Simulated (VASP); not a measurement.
A run of VASP 6.6.1:

The input INCAR:

```
SYSTEM = Te2Pt
PREC     = Accurate       ! precision mode
ENCUT    = 500            ! plane-wave cutoff, eV
EDIFF    = 1E-6           ! SCF threshold, eV
ISMEAR   = -1             ! smearing method
SIGMA    = 0.05           ! smearing width, eV
LREAL    = .False.        ! projectors in reciprocal space
LASPH    = .True.         ! aspherical terms in the spheres
NELM     = 200            ! most SCF steps
ALGO     = Normal         ! electronic algorithm
ISIF     = 2              ! what is computed and relaxed
LWAVE    = .False.        ! write WAVECAR
LCHARG   = .False.        ! write CHGCAR
MAGMOM   = 0 0 0 0 0 0 0 0 0 ! initial moments
LORBIT   = 11             ! projections on sites
LSORBIT  = .True.         ! spin-orbit coupling
GGA_COMPAT= .False.      
LORBMOM  = .True.       
LMAXMIX  = 4              ! l up to which the mixer works
GGA      = PE             ! functional
NBANDS   = 35             ! bands
```

The input KPOINTS:

```
regular mesh
0
Gamma
  10 10 7
  0 0 0
```

File POSCAR:

```
Te2Pt
1.0
    4.0885153001      0.0000000000      0.0000000000
   -2.0442576501      3.5407581137      0.0000000000
    0.0000000000      0.0000000000      5.3844666464
Te Pt
2 1
Direct
    0.3333333333      0.6666666667      0.2532736247
    0.6666666667      0.3333333333      0.7467263753
    0.0000000000      0.0000000000      0.0000000000
```

Potentials or basis: VASP PAW PBE potentials, release 64 (Te, Pt).

The run is started by

```bash
$ cat potpaw_PBE.64/Te/POTCAR potpaw_PBE.64/Pt/POTCAR > POTCAR
$ mpirun -np 1 vasp_ncl > vasp.out
```

Hardware: 1 thread of Oxide Virtual Turin-like Processor (shared host).

Task: How long does it take, and how much memory?

Result: It took 4.7 min on 1 thread of Oxide Virtual Turin-like Processor (shared host), peak memory 0.48 GiB. Counts: scf iterations 15, k points 80.
